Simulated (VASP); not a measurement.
Here is a VASP 6.6.1 calculation.

The input INCAR:

```
ALGO = Normal
EDIFF = 1E-6
ENCUT = 520
GGA = PS
ISIF = 2
ISMEAR = -1
LASPH = T
LCHARG = T
LELF = T
LREAL = F
LVHAR = T
LWAVE = F
NBANDS = 34
NELM = 80
PREC = Accurate
SIGMA = 0.1
```

KPOINTS

```
k-points
0
Gamma
  12 12 4
```

File POSCAR:

```
Ga
1.0
    2.9329855675      0.0000000000      0.0000000000
   -1.4664927838      2.5400400104      0.0000000000
    0.0000000000      0.0000000000      9.5310345304
Ga
4
Direct
    0.0000000000      0.0000000000      1.0000000000
    1.0000000000      1.0000000000      0.5000000000
    0.3333333333      0.6666666667      0.2500000000
    0.6666666667      0.3333333333      0.7500000000
```

Potentials or basis: VASP PAW PBE potentials, release 64 (Ga_d).

Run with:

```console
$ cat potpaw_PBE.64/Ga_d/POTCAR > POTCAR
$ mpirun -np 1 vasp_std > vasp.out
```

(1) What does it give for the pressure?

(2) Estimate the band gap on the k mesh.

Answers

(1) 0.0 GPa.

(2) zero (bands 26 and 27 overlap by 5.82 eV).

Caveat: the PAW data sets were made with another functional, which shifts forces and pressure a little.
